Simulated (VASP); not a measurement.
Here is a VASP 6.6.1 calculation.

The input INCAR:

```
PREC = Accurate
ENCUT = 500
EDIFF = 1E-6
ISMEAR = 0
SIGMA = 0.15
LREAL = F
LASPH = T
NELM = 120
ALGO = Normal
ISIF = 2
LWAVE = F
LCHARG = F
GGA = PS
NBANDS = 13
GGA_COMPAT = F
```

KPOINTS

```
regular mesh
0
Gamma
  22 22 22
```

The input POSCAR:

```
W
1.0
    0.0000000000      2.3535269462      1.4808391546
    2.3535269462      0.0000000000      1.4808391546
    2.3535269462      2.3535269462      0.0000000000
W
1
Direct
    0.0000000000      0.0000000000      0.0000000000
```

Potentials or basis: VASP PAW PBE potentials, release 64 (W_sv).

Run with:

```bash
$ cat potpaw_PBE.64/W_sv/POTCAR > POTCAR
$ mpirun -np 1 vasp_std > vasp.out
```

Task: Predict the pressure.

Result: -10.6 GPa.

Task: Estimate the band gap on the k mesh.

Result: Zero (bands 7 and 8 overlap by 6.12 eV).

Stress tensor (GPa, compression positive):
```
-21.87   0.00   0.00
  0.00 -21.87   0.00
  0.00   0.00  11.96
```

Caveat: the cell stands under tension; the PAW data sets were made with another functional, which shifts forces and pressure a little; spin-orbit coupling is left out, which moves the levels of the heavy elements.
